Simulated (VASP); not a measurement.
**CdF2: relaxation of cell and atoms with r2SCAN**

The system is CdF2.

```
CELL_PARAMETERS angstrom
0.00000 2.53685 2.53685
2.53685 0.00000 2.53685
2.53685 2.53685 0.00000
ATOMIC_POSITIONS crystal
Cd 0.00000 0.00000 0.00000
F 0.25000 0.25000 0.25000
F 0.75000 0.75000 0.75000
```

```
Program                : VASP 6.6.1
Task                   : relaxation of cell and atoms
Functional             : r2SCAN
Potentials or basis    : VASP PAW PBE potentials, release 64 (Cd, F)
Cutoff                 : 600 eV
k mesh                 : 8 × 8 × 8
Occupations            : gaussian, width 0.02 eV
Spin                   : no spin polarisation
Target pressure        : 30 GPa
Dipole correction      : no
Further INCAR settings : ALGO = Normal; EDIFF = 1e-06; IBRION = 2; EDIFFG = -0.008; NSW = 70; ISIF = 3
```

```json
{
 "Relaxed volume": "11.05 Å³/atom",
 "Relaxed cell": "a = 3.606 Å, b = 3.606 Å, c = 3.606 Å, α = 60.00°, β = 60.00°, γ = 60.00°",
 "Space group after relaxing (to 0.1 Å)": "Fm-3m (No. 225)",
 "Energy change on relaxing (the run minimises the enthalpy)": "-33.2 meV/atom",
 "Ionic steps": "3",
 "Pressure after relaxing": "30.0 GPa",
 "Band gap on the k mesh": "4.35 eV (least direct gap 4.58 eV)"
}
```

Step by step:
| step | energy change (eV) | largest force (eV/Å) | pressure (GPa) | volume (Å³) |
| --- | --- | --- | --- | --- |
| 1 | 0.0000 | 0.0000 | 33.84 | 32.65 |
| 2 | -0.2270 | 0.0000 | 24.77 | 33.90 |
| 3 | -0.0997 | 0.0000 | 29.98 | 33.15 |

Final structure:
```
Cd F
1.0
     0.00000    2.54977    2.54977
     2.54977    0.00000    2.54977
     2.54977    2.54977    0.00000
Cd F
1 2
Direct
  0.00000 0.00000 0.00000
  0.25000 0.25000 0.25000
  0.75000 0.75000 0.75000
```

Levels at points of the mesh, in eV from the valence-band top:
| k point | band 9 | band 10 | band 11 | band 12 | band 13 | band 14 | band 15 | band 16 | band 17 |
| --- | --- | --- | --- | --- | --- | --- | --- | --- | --- |
| (0.00, 0.00, 0.00) | -1.52 | -1.52 | -0.23 | -0.23 | -0.23 | 4.35 | 14.36 | 14.36 | 14.36 |
| (0.50, 0.00, 0.00) | -3.16 | -2.61 | -2.61 | -0.24 | -0.24 | 9.35 | 10.17 | 17.15 | 17.15 |
| (0.50, 0.50, 0.00) | -3.78 | -3.17 | -0.93 | -0.12 | -0.12 | 10.31 | 11.54 | 12.53 | 16.88 |

It took 4.2 min on 1 thread of Intel Xeon 8259CL (shared host), peak memory 0.19 GiB.

Caveat: the cell is relaxed towards a set pressure, so the run minimises the enthalpy, not the energy; the PAW data sets were made with another functional, which shifts forces and pressure a little. Zero-point motion and thermal expansion aren't in these numbers.
